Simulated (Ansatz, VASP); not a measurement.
# K in VASP and in Ansatz

```
K
1.0
     7.75443    0.00000    0.00000
    -3.87721    6.71553    0.00000
     0.00000    0.00000    4.62210
K
3
Direct
  0.00000 0.00000 0.00000
  0.33333 0.66667 0.50000
  0.66667 0.33333 0.50000
```

Alike in both runs: task single point; functional revPBE; k mesh 6 × 6 × 8; occupations fermi-dirac, width 0.1 eV; no spin polarisation.

```csv
,VASP,Ansatz
version,VASP 6.6.1,Ansatz 0.2.0
potentials or method,"VASP PAW PBE potentials, release 64 (K_sv), cutoff 520 eV","plane waves (420 eV) with PAW, scalar-relativistic"
valence electrons in the cell,27,27
```

```csv
,VASP,Ansatz,Ansatz less VASP
pressure (GPa),0.0,0.0,+0.01
```

VASP's potentials were made for PBE, not for revPBE. The functional is the same, so the differences come from potentials, cutoffs and numerics.
